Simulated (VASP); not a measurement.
Input of a VASP 6.6.1 run:

The input INCAR:

```
SYSTEM = NbH2
PREC = Accurate
ENCUT = 500
EDIFF = 1E-6
ISMEAR = -1
SIGMA = 0.03
LREAL = .False.
LASPH = .True.
NELM = 120
ALGO = Normal
ISIF = 2
LWAVE = .False.
LCHARG = .True.
LELF = .True.
LVHAR = .True.
NBANDS = 14
GGA_COMPAT = .False.
```

File KPOINTS:

```
Automatic mesh
0
Gamma
  15 15 15
  0 0 0
```

Contents of POSCAR:

```
NbH2
1.0
    0.0000000000      2.2586850000      2.2815000000
    2.2586850000      0.0000000000      2.2815000000
    2.2586850000      2.2586850000      0.0000000000
Nb H
1 2
Direct
    0.0000000000      0.0000000000      0.0000000000
    0.2500000000      0.2500000000      0.2500000000
    0.7500000000      0.7500000000      0.7500000000
```

Potentials or basis: VASP PAW LDA potentials, release 64 (Nb_sv, H).

Run with:

```sh
$ cat potpaw_LDA.64/Nb_sv/POTCAR potpaw_LDA.64/H/POTCAR > POTCAR
$ mpirun -np 1 vasp_std > vasp.out
```

Predict the pressure.

-5.0 GPa.

Stress tensor (GPa, compression positive):
```
-4.47  0.00  0.00
 0.00 -4.47  0.00
 0.00  0.00 -5.92
```

Caveat: the cell differs from its parent crystal (equal xx and yy strain of -1 %).
